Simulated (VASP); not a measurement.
## WC: single point with LDA

The system is WC, a slab with vacuum.

```xyz
16
Lattice="5.6779 0.0000 0.0000 0.0000 5.5768 0.0000 0.0000 0.0000 15.0977" Properties=species:S:1:pos:R:3 pbc="T T T"
W     0.0000    0.0000    1.0000
W     1.3521   -0.0017    3.3641
W     0.0000    2.7884    1.0000
W     1.3109    2.7732    3.4001
W     2.8390    0.0000    1.0000
W     4.2175    0.0226    3.4752
W     2.8390    2.7884    1.0000
W     4.1494    2.7903    3.5147
C    -0.0110    1.3263    2.4865
C     0.7959    1.4597    4.9495
C    -0.0541    4.1445    2.5590
C     1.4862    4.2158    4.9085
C     2.7789    1.3764    2.5270
C     4.7760    1.2855    5.1051
C     2.7947    4.1618    2.5153
C     3.3250    4.1840    4.8724
```

```json
{
  "Program": "VASP 6.6.1",
  "Task": "single point",
  "Functional": "LDA",
  "Potentials or basis": "VASP PAW LDA potentials, release 64 (W_sv, C)",
  "Cutoff": "520 eV",
  "k mesh": "2 × 2 × 1",
  "Occupations": "fermi-dirac, width 0.05 eV",
  "Spin": "no spin polarisation",
  "Dipole correction": "no",
  "Further INCAR settings": "LREAL = Auto; ALGO = Normal; EDIFF = 1e-06; NBANDS = 86"
}
```

| Property | Result |
| --- | --- |
| Largest force | 5.704 eV/Å |
| Band gap on the k mesh | zero (band 72 reaches 0.56 eV, above the bottom of band 73 at 0.18 eV) |

Forces in eV/Å, atoms in the order of the input:
```
W   -0.294 -0.230 -0.885
W    0.224 -0.203  2.700
W   -0.192 -0.770 -0.514
W    1.342  0.250  2.215
W    0.067 -0.602 -0.525
W   -0.230 -0.662  1.071
W   -0.086  0.200 -0.215
W    0.971 -0.414  0.413
C   -0.683  1.106 -0.335
C   -5.665 -0.429 -0.502
C   -0.882  0.556  0.071
C    3.841 -0.165 -0.060
C    0.539  0.405  0.830
C    4.904  0.644 -1.984
C    0.285  0.312 -0.889
C   -4.140  0.001 -1.390
```

Levels at points of the mesh, in eV from the Fermi level:
```csv
k point,band 69,band 70,band 71,band 72,band 73,band 74,band 75,band 76
"(0.00, 0.00, 0.00)",-0.37,-0.29,-0.11,0.24,0.44,0.64,0.99,1.25
"(0.50, 0.00, 0.00)",-0.45,-0.19,-0.07,-0.02,0.02,0.20,0.23,0.50
"(0.00, 0.50, 0.00)",-0.76,-0.73,-0.11,0.00,0.12,0.20,0.63,0.84
"(0.50, 0.50, 0.00)",-0.41,-0.27,-0.19,-0.18,-0.15,-0.08,0.12,0.31
```

Run time: 3.9 min on 1 thread of Intel(R) Xeon(R) 6975P-C (Granite Rapids), on a shared host, peak memory 0.42 GiB.

Caveat: the k points lie up to 0.56 Å⁻¹ apart; spin-orbit coupling is left out, which moves the levels of the heavy elements.
